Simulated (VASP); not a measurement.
A run of VASP 6.6.1:

Contents of INCAR:

```
ALGO     = Normal         # electronic algorithm
EDIFF    = 1E-6           # SCF threshold, eV
ENCUT    = 520            # plane-wave cutoff, eV
GGA      = PE             # functional
ISIF     = 2              # what is computed and relaxed
ISMEAR   = -1             # smearing method
LASPH    = T              # aspherical terms in the spheres
LCHARG   = T              # write CHGCAR
LELF     = T              # ELF
LREAL    = F              # projectors in reciprocal space
LVHAR    = T            
LWAVE    = F              # write WAVECAR
NBANDS   = 12             # bands
NELM     = 60             # most SCF steps
PREC     = Accurate       # precision mode
SIGMA    = 0.05           # smearing width, eV
```

The input KPOINTS:

```
k-points
0
Gamma
  21 21 21
```

Contents of POSCAR:

```
Ga
1.0
   -1.6865655402      1.6865655402      1.6865655402
    1.6865655402     -1.6865655402      1.6865655402
    1.6865655402      1.6865655402     -1.6865655402
Ga
1
Direct
    0.0000000000      0.0000000000      0.0000000000
```

Potentials or basis: VASP PAW PBE potentials, release 64 (Ga_d).

Run with:

```bash
$ cat potpaw_PBE.64/Ga_d/POTCAR > POTCAR
$ mpirun -np 1 vasp_std > vasp.out
```

Hardware: 1 thread of Intel Xeon 8259CL, on a shared host.

Estimate the wall time of this run.

It took 71 s on 1 thread of Intel Xeon 8259CL, on a shared host, peak memory 0.18 GiB. Counts: scf iterations 11, k points 286.
